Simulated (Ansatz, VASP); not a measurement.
**One calculation of AlN, two programs**

```xyz
4
Lattice="3.0137 0.0000 0.0000 -1.5069 2.6100 0.0000 0.0000 0.0000 5.3046" Properties=species:S:1:pos:R:3 pbc="T T T"
Al    0.0000    1.7400    0.0000
Al    1.5069    0.8700    2.6523
N     0.0000    1.7400    2.0423
N     1.5069    0.8700    4.6945
```

Alike in both runs: task single point; functional LDA; k mesh 9 × 9 × 6; occupations gaussian, width 0.05 eV; no spin polarisation.

|  | VASP | Ansatz |
| --- | --- | --- |
| version | VASP 6.6.1 | Ansatz 0.2.0 |
| potentials or method | VASP PAW LDA potentials, release 64 (Al, N), cutoff 520 eV | scalar-relativistic, plane waves, PAW |
| valence electrons in the cell | 16 | 16 |

|  | VASP | Ansatz | Ansatz less VASP |
| --- | --- | --- | --- |
| gap on the k mesh at the Fermi level (eV) | 4.04 | 4.04 | -0.002 |
| least direct gap on the mesh (eV) | 4.04 | 4.04 | -0.002 |
| pressure (GPa) | -0.1 | -0.7 | -0.64 |
| traceless stress, the component that is largest in VASP (GPa) | -24.35 | -23.83 | +0.511 |
| rms of the force components (eV/Å) | 0.480 | 0.459 | -0.0210 |

LDA's correlation is that of Perdew and Zunger in VASP and of Perdew and Wang (1992) in Ansatz. Atom by atom the forces differ by 0.021 eV/Å (rms over components).
